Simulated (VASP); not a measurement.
# Cd3Cl2 in VASP: a series of runs, part 2 of 2

VASP 6.6.1. Earlier steps stand in the parts before.

## (4) Single point, PBE

This run uses another cell than the first one, of 32.06 Å³/atom.

File INCAR:

```
ALGO = Normal
EDIFF = 1E-7
ENCUT = 520
GGA = PE
ISIF = 2
ISMEAR = 0
LASPH = True
LCHARG = True
LELF = True
LREAL = False
LVHAR = True
LWAVE = False
NBANDS = 61
NELM = 80
PREC = Accurate
SIGMA = 0.1
```

File KPOINTS:

```
k-points
0
Gamma
  2 2 2
```

File POSCAR:

```
Cd3Cl2
1.0
   -0.0032763006      5.4283370210      5.4287695075
    5.4323493225     -0.0036945271      5.4292487620
    5.4333881647      5.4297824265     -0.0047525507
Cd Cl
6 4
Direct
    0.9432213611      0.5543170101      0.5538301665
    0.5549824897      0.9457191084      0.9464747831
    0.5534426069      0.5535791257      0.9465372457
    0.9476698043      0.9447770747      0.5530681295
    0.9475848012      0.5531811709      0.9454955866
    0.5522945045      0.9482491390      0.5542763797
    0.1281091942      0.6165762018      0.1278285951
    0.1285033084      0.1275792779      0.1275468095
    0.6170665892      0.1279604185      0.1284562939
    0.1271253404      0.1280614729      0.6164860104
```

Potentials or basis: VASP PAW PBE potentials, release 64 (Cd, Cl).

The run is started by

```
$ cat potpaw_PBE.64/Cd/POTCAR potpaw_PBE.64/Cl/POTCAR > POTCAR
$ mpirun -np 1 vasp_std > vasp.out
```

OUTCAR:

```text
EDIFF = 1E-7
   ENCUT = 520
   GGA = PE
   ISIF = 2
   ISMEAR = 0
   LASPH = True
   LREAL = False
   NELM = 80
   PREC = Accurate

 ion  position               nearest neighbor table
   1  0.943  0.554  0.554-   7 2.73  10 2.73   3 3.01   4 3.01   6 3.02   5 3.02
   2  0.555  0.946  0.946-   9 2.73   8 2.73   6 3.01   5 3.02   3 3.02   4 3.02
   3  0.553  0.554  0.947-   7 2.72   9 2.72   1 3.01   2 3.02   5 3.02   6 3.02
   4  0.948  0.945  0.553-  10 2.72   8 2.72   5 3.01   1 3.01   6 3.02   2 3.02
   5  0.948  0.553  0.945-   8 2.72   7 2.72   4 3.01   2 3.02   3 3.02   1 3.02
   6  0.552  0.948  0.554-  10 2.72   9 2.72   2 3.01   1 3.02   4 3.02   3 3.02
   7  0.128  0.617  0.128-   3 2.72   5 2.72   1 2.73
   8  0.129  0.128  0.128-   5 2.72   4 2.72   2 2.73
   9  0.617  0.128  0.128-   3 2.72   6 2.72   2 2.73
  10  0.127  0.128  0.616-   6 2.72   4 2.72   1 2.73

  LATTYP: Found a triclinic cell.
 ALAT       =    13.2965461983
 B/A-ratio  =     0.5773780831
 C/A-ratio  =     0.5779296022
 COS(alpha) =     0.0000881424
 COS(beta)  =     0.2889320543
[... 193 lines left out ...]
      1     -14.8472      2.00000
      2     -14.5955      2.00000
      3     -14.5943      2.00000
      4     -14.5872      2.00000
      5      -8.3080      2.00000
      6      -8.2167      2.00000
[... 501 lines left out ...]
     60       5.8033      0.00000
     61       5.8236      0.00000

------------------------ aborting loop because EDIFF is reached ----------------------------------------

  FORCE on cell =-STRESS in cart. coord.  units (eV):
  Direction    XX          YY          ZZ          XY          YZ          ZX
  --------------------------------------------------------------------------------------
  -------------------------------------------------------------------------------------
  Total        0.2391288      0.2465107      0.2754290     -0.0000551     -0.0021849     -0.0000382
  in kB        1.1950045      1.2318944      1.3764084     -0.0002755     -0.0109188     -0.0001907
  external PRESSURE =       1.2677691 kB  Pullay stress =       0.0000000 kB

 VOLUME and BASIS-vectors are now :
 -----------------------------------------------------------------------------
  energy-cutoff  :      520.00
  volume of cell :      320.61
      direct lattice vectors                 reciprocal lattice vectors
    -0.003276301  5.428337021  5.428769508    -0.091949415  0.092091057  0.092064592
     5.432349323 -0.003694527  5.429248762     0.092021820 -0.092002360  0.092050566
     5.433388165  5.429782427 -0.004752551     0.091987551  0.092040299 -0.091977452

 POSITION                                       TOTAL-FORCE (eV/Angst)
 -----------------------------------------------------------------------------------
      6.01733      8.12525      8.12742        -0.007831      0.007642      0.007157
     10.27822      8.14829      8.14292         0.002516     -0.003298     -0.003533
      8.14833      8.14172      6.00553         0.005566      0.000955      0.006882
      8.13429      8.14382     10.27148         0.002521     -0.005031      0.002651
      8.13921     10.27560      8.14308         0.000966     -0.001794     -0.006629
      8.16101      6.00414      8.14393        -0.000289      0.008519     -0.000424
      4.04358      1.38722      4.04241         0.008787     -0.005511      0.000985
      1.38565      1.38964      1.38967        -0.004728     -0.006216     -0.002344
      1.39106      4.04666      4.04403        -0.015952     -0.001039     -0.002661
      4.04487      4.03699      1.38248         0.008443      0.005773     -0.002084
 -----------------------------------------------------------------------------------
    total drift:                               -0.000432     -0.000029     -0.000235

  FREE ENERGIE OF THE ION-ELECTRON SYSTEM (eV)
  ---------------------------------------------------
  free  energy   TOTEN  =       -16.9274185128 eV

  energy  without entropy=      -16.9274185128  energy(sigma->0) =      -16.92741851
```

OSZICAR:

```text
N       E                     dE             d eps       ncg     rms          rms(c)
DAV:   1     0.766933387311E+03    0.76693E+03   -0.47988E+04   976   0.148E+03
DAV:   2     0.422062977391E+02   -0.72473E+03   -0.69879E+03  1080   0.376E+02
DAV:   3    -0.179090843875E+02   -0.60115E+02   -0.59606E+02  1128   0.986E+01
DAV:   4    -0.190584664133E+02   -0.11494E+01   -0.11478E+01  1057   0.126E+01
DAV:   5    -0.190777899368E+02   -0.19324E-01   -0.19321E-01  1137   0.170E+00    0.109E+01
DAV:   6    -0.171454833442E+02    0.19323E+01   -0.30909E+00  1213   0.108E+01    0.809E+00
DAV:   7    -0.169567056262E+02    0.18878E+00   -0.18255E+00  1031   0.470E+00    0.386E+00
DAV:   8    -0.169442105982E+02    0.12495E-01   -0.30316E-01  1072   0.295E+00    0.621E-01
DAV:   9    -0.169256961177E+02    0.18514E-01   -0.87698E-02  1111   0.176E+00    0.276E-01
DAV:  10    -0.169262342789E+02   -0.53816E-03   -0.10584E-02  1080   0.560E-01    0.155E-01
DAV:  11    -0.169272948210E+02   -0.10605E-02   -0.26857E-03  1031   0.174E-01    0.870E-02
DAV:  12    -0.169273874610E+02   -0.92640E-04   -0.57092E-04  1104   0.758E-02    0.289E-02
DAV:  13    -0.169273915100E+02   -0.40490E-05   -0.65254E-05  1113   0.335E-02    0.139E-02
DAV:  14    -0.169274163339E+02   -0.24824E-04   -0.24634E-05  1056   0.227E-02    0.309E-03
DAV:  15    -0.169274182911E+02   -0.19572E-05   -0.15235E-06  1091   0.533E-03    0.296E-03
DAV:  16    -0.169274184731E+02   -0.18205E-06   -0.60363E-07   896   0.277E-03    0.723E-04
DAV:  17    -0.169274185128E+02   -0.39638E-07   -0.64282E-08   710   0.134E-03
   1 F= -.16927419E+02 E0= -.16927419E+02  d E =-.834233E-13
```

Run time: 4.8 min. Hardware: 1 thread of Intel Xeon Platinum 8488C (Sapphire Rapids), shared host; peak memory 0.53 GiB.

What came out:

```yaml
Free_energy: -16.9274 eV
Pressure: 0.1 GPa
Largest_force: 0.016 eV/Å
Band_gap_on_the_k_mesh: 1.42 eV (least direct gap 1.49 eV)
```

Forces on the atoms (eV/Å):
```
Cd  -0.008  0.008  0.007
Cd   0.003 -0.003 -0.004
Cd   0.006  0.001  0.007
Cd   0.003 -0.005  0.003
Cd   0.001 -0.002 -0.007
Cd   0.000  0.009  0.000
Cl   0.009 -0.006  0.001
Cl  -0.005 -0.006 -0.002
Cl  -0.016 -0.001 -0.003
Cl   0.008  0.006 -0.002
```

Levels at points of the mesh, in eV from the valence-band top:
```tsv
k point	band 48	band 49	band 50	band 51	band 52	band 53
(0.00, 0.00, 0.00)	-0.52	-0.52	-0.51	2.57	2.99	2.99
(0.50, 0.00, 0.00)	-1.11	-0.01	0.00	2.07	2.50	2.51
(0.00, 0.50, 0.00)	-1.11	-0.01	0.00	2.07	2.50	2.51
(0.50, 0.50, 0.00)	-0.59	-0.08	-0.07	1.43	2.24	3.14
(0.00, 0.00, 0.50)	-1.11	-0.01	-0.01	2.07	2.50	2.50
(0.50, 0.00, 0.50)	-0.59	-0.07	-0.07	1.42	2.24	3.14
(0.00, 0.50, 0.50)	-0.59	-0.07	-0.07	1.42	2.24	3.14
(0.50, 0.50, 0.50)	-1.11	0.00	0.00	2.07	2.50	2.51
```

Caveat: the k points lie up to 0.50 Å⁻¹ apart.

## (5) Relaxation of cell and atoms, PBE

This run uses another cell than the first one, of 29.80 Å³/atom.

File INCAR:

```
SYSTEM = Cd3Cl2
ALGO     = Normal         ! electronic algorithm
EDIFF    = 1E-6           ! SCF threshold, eV
EDIFFG   = -0.08          ! ionic threshold
ENCUT    = 600            ! plane-wave cutoff, eV
GGA      = PE             ! functional
IBRION   = 2              ! ionic algorithm
ISIF     = 3              ! what is computed and relaxed
ISMEAR   = 0              ! smearing method
LASPH    = .True.         ! aspherical terms in the spheres
LCHARG   = .False.        ! write CHGCAR
LREAL    = .False.        ! projectors in reciprocal space
LWAVE    = .False.        ! write WAVECAR
NELM     = 60             ! most SCF steps
NSW      = 36             ! ionic steps
PREC     = Accurate       ! precision mode
SIGMA    = 0.2            ! smearing width, eV
```

File KPOINTS:

```
k-points
0
Gamma
  3 3 3
  0 0 0
```

File POSCAR:

```
Cd3Cl2
1.0
    0.0000000000      5.3011737100      5.3011737100
    5.3011737100      0.0000000000      5.3011737100
    5.3011737100      5.3011737100      0.0000000000
Cd Cl
6 4
Direct
    0.5344700300      0.9655299700      0.9655299700
    0.9655299700      0.5344700300      0.5344700300
    0.9655299700      0.5344700300      0.9655299700
    0.5344700300      0.9655299700      0.5344700300
    0.9655299700      0.9655299700      0.5344700300
    0.5344700300      0.5344700300      0.9655299700
    0.9083361000      0.9083361000      0.9083361000
    0.9083361000      0.9083361000      0.2749917100
    0.9083361000      0.2749917100      0.9083361000
    0.2749917100      0.9083361000      0.9083361000
```

Potentials or basis: VASP PAW PBE potentials, release 64 (Cd, Cl).

The run is started by

```
$ cat potpaw_PBE.64/Cd/POTCAR potpaw_PBE.64/Cl/POTCAR > POTCAR
$ mpirun -np 1 vasp_std > vasp.out
```

OUTCAR:

```text
SYSTEM = Cd3Cl2
   EDIFF = 1E-6
   EDIFFG = -0.08
   ENCUT = 600
   GGA = PE
   IBRION = 2
   ISIF = 3
   ISMEAR = 0
   LASPH = .True.
   LREAL = .False.
   NELM = 60
   NSW = 36
   PREC = Accurate

 ion  position               nearest neighbor table
   1  0.534  0.966  0.966-  10 2.45   7 2.45   5 3.23   6 3.23   3 3.23   4 3.23
   2  0.966  0.534  0.534-   8 2.45   9 2.45   5 3.23   6 3.23   3 3.23   4 3.23
   3  0.966  0.534  0.966-   9 2.45   7 2.45   5 3.23   6 3.23   1 3.23   2 3.23
   4  0.534  0.966  0.534-   8 2.45  10 2.45   5 3.23   6 3.23   1 3.23   2 3.23
   5  0.966  0.966  0.534-   8 2.45   7 2.45   3 3.23   4 3.23   1 3.23   2 3.23
   6  0.534  0.534  0.966-   9 2.45  10 2.45   3 3.23   4 3.23   1 3.23   2 3.23
   7  0.908  0.908  0.908-   1 2.45   3 2.45   5 2.45
   8  0.908  0.908  0.275-   5 2.45   4 2.45   2 2.45
   9  0.908  0.275  0.908-   3 2.45   2 2.45   6 2.45
  10  0.275  0.908  0.908-   1 2.45   4 2.45   6 2.45

  LATTYP: Found a face centered cubic cell.
 ALAT       =    10.6023474200

  Lattice vectors:

 A1 = (   0.0000000000,   5.3011737100,   5.3011737100)
 A2 = (   5.3011737100,   0.0000000000,   5.3011737100)
 A3 = (   5.3011737100,   5.3011737100,   0.0000000000)

Analysis of symmetry for initial positions (statically):
=====================================================================
 Subroutine PRICEL returns:
 Original cell was already a primitive cell.

 Routine SETGRP: Setting up the symmetry group for a
 face centered cubic supercell.

[... 286 lines left out ...]
  FREE ENERGIE OF THE ION-ELECTRON SYSTEM (eV)
  ---------------------------------------------------
  free  energy   TOTEN  =       -10.2509992557 eV

  energy  without entropy=      -10.0831418430  energy(sigma->0) =      -10.16707055

 E-fermi :  -0.0432     XC(G=0):  -7.4819

 val. band max:       -0.7758050793   @ k =  -0.3333   0.3333   0.0000
 cond. band min:       0.6706794976   @ k =   0.3333   0.3333   0.0000
 fundamental gap:      1.4464845769
 Fermi energy:        -0.0432483842

 k-point     1 :       0.0000    0.0000    0.0000
  band No.  band energies     occupation
      1     -15.3267      2.00000
      2     -14.9183      2.00000
      3     -14.9183      2.00000
      4     -14.9183      2.00000
      5      -8.5805      2.00000
      6      -8.5805      2.00000
[... 241 lines left out ...]
     59       4.4221      0.00000
     60       4.7466      0.00000

[... ionic steps 4 to 32 ...]

--------------------------------------- Ionic step       33  -------------------------------------------

 number of electron      99.9999985 magnetization

------------------------ aborting loop because EDIFF is reached ----------------------------------------
[... 83 lines left out ...]
--------------------------------------- Ionic step       35  -------------------------------------------

 number of electron      99.9999980 magnetization

 Free energy of the ion-electron system (eV)
  ---------------------------------------------------
  ext. energy  EPLUGINS =         0.00000000
  ---------------------------------------------------
  free energy    TOTEN  =       -17.06096151 eV

  energy without entropy =      -17.06096150  energy(sigma->0) =      -17.06096151

 E-fermi :   0.6534     XC(G=0):  -7.9695

 val. band max:       -0.1919752207   @ k =  -0.3333   0.3333   0.0000
 cond. band min:       1.4817010659   @ k =   0.3333   0.3333   0.0000
 fundamental gap:      1.6736762866
 Fermi energy:         0.6533512125

 k-point     1 :       0.0000    0.0000    0.0000
  band No.  band energies     occupation
      1     -14.8825      2.00000
      2     -14.6290      2.00000
      3     -14.6290      2.00000
      4     -14.6290      2.00000
      5      -8.3647      2.00000
      6      -8.2759      2.00000
[... 278 lines left out ...]
  FREE ENERGIE OF THE ION-ELECTRON SYSTEM (eV)
  ---------------------------------------------------
  free  energy   TOTEN  =       -17.0609615067 eV

  energy  without entropy=      -17.0609615050  energy(sigma->0) =      -17.06096151

 reached required accuracy - stopping structural energy minimisation
```

OSZICAR:

```text
N       E                     dE             d eps       ncg     rms          rms(c)
DAV:   1     0.857615709307E+03    0.85762E+03   -0.53180E+04   480   0.172E+03
DAV:   2     0.626042567765E+02   -0.79501E+03   -0.76929E+03   532   0.407E+02
DAV:   3    -0.625310433347E+01   -0.68857E+02   -0.67782E+02   572   0.108E+02
[... 468 lines left out ...]
DAV:   5    -0.170609318890E+02    0.76815E-04   -0.73101E-04   536   0.127E-01    0.622E-02
DAV:   6    -0.170609416311E+02   -0.97421E-05   -0.56652E-05   516   0.391E-02    0.416E-02
DAV:   7    -0.170609503003E+02   -0.86692E-05   -0.20427E-05   404   0.132E-02    0.122E-02
DAV:   8    -0.170609613606E+02   -0.11060E-04   -0.70262E-06   392   0.123E-02    0.625E-03
DAV:   9    -0.170609615067E+02   -0.14615E-06   -0.10055E-06   328   0.352E-03
  35 F= -.17060962E+02 E0= -.17060962E+02  d E =-.240801E-01
```

CONTCAR:

```text
Cd3Cl2
   1.00000000000000
    -0.0000000000000000    5.4478367571032162    5.4478367571032162
     5.4478367571032162    0.0000000000000000    5.4478367571032162
     5.4478367571032162    5.4478367571032162   -0.0000000000000000
  Cd              Cl
     6     4
Direct
     0.4461948283167854    0.0538051716832143    0.0538051716832143
     0.0538051716832143    0.4461948283167854    0.4461948283167854
     0.0538051716832143    0.4461948283167854    0.0538051716832143
     0.4461948283167854    0.0538051716832143    0.4461948283167854
     0.0538051716832143    0.0538051716832143    0.4461948283167854
     0.4461948283167854    0.4461948283167854    0.0538051716832143
     0.8710419686622870    0.8710419686622870    0.8710419686622870
     0.8710419686622870    0.8710419686622870    0.3868741040131395
     0.8710419686622870    0.3868741040131395    0.8710419686622870
     0.3868741040131395    0.8710419686622870    0.8710419686622870

  0.00000000E+00  0.00000000E+00  0.00000000E+00
  0.00000000E+00  0.00000000E+00  0.00000000E+00
  0.00000000E+00  0.00000000E+00  0.00000000E+00
  0.00000000E+00  0.00000000E+00  0.00000000E+00
  0.00000000E+00  0.00000000E+00  0.00000000E+00
  0.00000000E+00  0.00000000E+00  0.00000000E+00
  0.00000000E+00  0.00000000E+00  0.00000000E+00
  0.00000000E+00  0.00000000E+00  0.00000000E+00
  0.00000000E+00  0.00000000E+00  0.00000000E+00
  0.00000000E+00  0.00000000E+00  0.00000000E+00
```

Run time: 52 min. Hardware: 1 thread of Intel Xeon Platinum 8488C (Sapphire Rapids), shared host; peak memory 0.55 GiB.

What came out:

- Free energy: -17.0610 eV
- Relaxed volume: 32.34 Å³/atom
- Relaxed cell: a = 7.704 Å, b = 7.704 Å, c = 7.704 Å, α = 60.00°, β = 60.00°, γ = 60.00°
- Space group after relaxing (to 0.1 Å): F-43m (No. 216)
- Energy gained by relaxing: 1041.8 meV/atom
- Ionic steps: 35
- Pressure after relaxing: -0.2 GPa
- Largest force after relaxing: 0.058 eV/Å
- Band gap on the k mesh: 1.67 eV (least direct gap 1.89 eV)

Forces on the atoms (eV/Å):
```
Cd  -0.058  0.000  0.000
Cd   0.058  0.000  0.000
Cd   0.000 -0.058  0.000
Cd   0.000  0.058  0.000
Cd   0.000  0.000 -0.058
Cd   0.000  0.000  0.058
Cl   0.020  0.020  0.020
Cl  -0.020 -0.020  0.020
Cl  -0.020  0.020 -0.020
Cl   0.020 -0.020 -0.020
```

The path:
```
step  energy change (eV)  largest force (eV/Å)  pressure (GPa)  volume (Å³)
   1              0.0000                1.5715           11.27       297.95
   2             -3.5397                1.1222            1.30       397.78
   3             -3.6079                1.2373            0.69       412.31
   4             -3.5771                1.3831           -0.27       442.44
   5             -3.6195                1.3097            0.26       424.26
   6             -3.9208                0.9393           -0.02       435.55
   7             -4.3236                0.5004           -0.33       461.92
   8             -4.7092                0.4423           -0.51       517.83
   9             -4.9629                0.1531           -0.85       642.81
  10             -4.9777                0.3423           -0.66       587.36
  11             -5.3616                0.7575           -0.04       528.84
  12             -5.4662                2.3647            2.98       408.30
  13             -5.5410                1.8579            1.96       437.64
  14             -5.5889                1.8963            1.99       433.92
  15             -5.7390                2.0140            2.12       422.91
  16             -6.0668                2.2340            2.37       401.44
  17             -6.7360                2.5593            3.22       360.71
  18             -6.1562                3.6604            9.54       287.71
  19             -6.8632                2.7364            4.33       338.75
  20             -6.7480                2.6131            7.12       304.03
  21             -6.9209                2.7462            5.33       323.11
  22             -7.4053                2.2817            5.14       315.47
  23             -7.6244                2.9923            5.80       301.75
  24             -7.6664                2.6902            5.43       306.00
  25             -8.1592                2.3300            4.08       313.15
  26             -9.1284                1.4958            0.97       335.25
  27             -9.4680                0.5621           -2.44       382.52
  28             -9.5363                0.7421           -1.80       369.32
  29             -9.5380                0.8013           -1.58       365.60
  30             -9.6572                0.7651           -1.45       360.60
  31             -9.9600                0.6609           -0.93       345.89
  32            -10.2437                0.4752            0.81       317.68
  33            -10.3197                0.3418            0.38       320.88
  34            -10.3938                0.1479           -0.51       328.79
  35            -10.4179                0.0585           -0.18       323.37
```

Final structure:
```cif
data_structure
_symmetry_space_group_name_H-M 'P 1'
_symmetry_Int_Tables_number 1
_cell_length_a 7.7044
_cell_length_b 7.7044
_cell_length_c 7.7044
_cell_angle_alpha 60.000
_cell_angle_beta 60.000
_cell_angle_gamma 60.000
_cell_volume 323.37
loop_
_atom_site_label
_atom_site_type_symbol
_atom_site_fract_x
_atom_site_fract_y
_atom_site_fract_z
_atom_site_occupancy
Cd1 Cd 0.44619 0.05381 0.05381 1
Cd2 Cd 0.05381 0.44619 0.44619 1
Cd3 Cd 0.05381 0.44619 0.05381 1
Cd4 Cd 0.44619 0.05381 0.44619 1
Cd5 Cd 0.05381 0.05381 0.44619 1
Cd6 Cd 0.44619 0.44619 0.05381 1
Cl1 Cl 0.87104 0.87104 0.87104 1
Cl2 Cl 0.87104 0.87104 0.38687 1
Cl3 Cl 0.87104 0.38687 0.87104 1
Cl4 Cl 0.38687 0.87104 0.87104 1
```

Caveat: an odd mesh through Γ misses points on the zone boundary, where band edges can lie; the relaxation stopped at a loose force limit of 0.08 eV/Å, so its end isn't a converged minimum.

## (6) Overview

| task | cell | k mesh | cutoff (eV) | smearing | gap on the mesh (eV) | pressure (GPa) | largest force (eV/Å) |
| --- | --- | --- | --- | --- | --- | --- | --- |
| single point | a = 7.670 Å, angles 60.0°, 10 atoms, atomic positions A | 2 × 2 × 2 | 520 | gaussian 0.1 eV | 1.42 | 0.3 | 0.06 |
| single point | a = 7.654 Å, angles 60.0°, 10 atoms, atomic positions B | 3 × 3 × 3 | 520 | gaussian 0.2 eV | 1.67 | 0.2 | 0.07 |
| single point | a = 7.677, b = 7.680, c = 7.681 Å, angles 60.0°, 10 atoms, atomic positions C | 2 × 2 × 2 | 520 | gaussian 0.1 eV | 1.42 | 0.1 | 0.02 |
| relaxation of cell and atoms | relaxed from a = 7.497 Å, angles 60.0°, 10 atoms, atomic positions D | 3 × 3 × 3 | 600 | gaussian 0.2 eV | 1.67 | -0.2 | 0.06 |

Alike in all rows: level PBE; potentials or basis VASP PAW PBE potentials, release 64 (Cd, Cl); no spin polarisation.

Caveats: some runs use coarse meshes; an odd mesh through Γ misses points on the zone boundary, where band edges can lie (at least some runs); the relaxation stopped at a loose force limit of 0.08 eV/Å, so its end isn't a converged minimum (at least some runs).

Absolute energies hang on the potentials; compare differences alone.
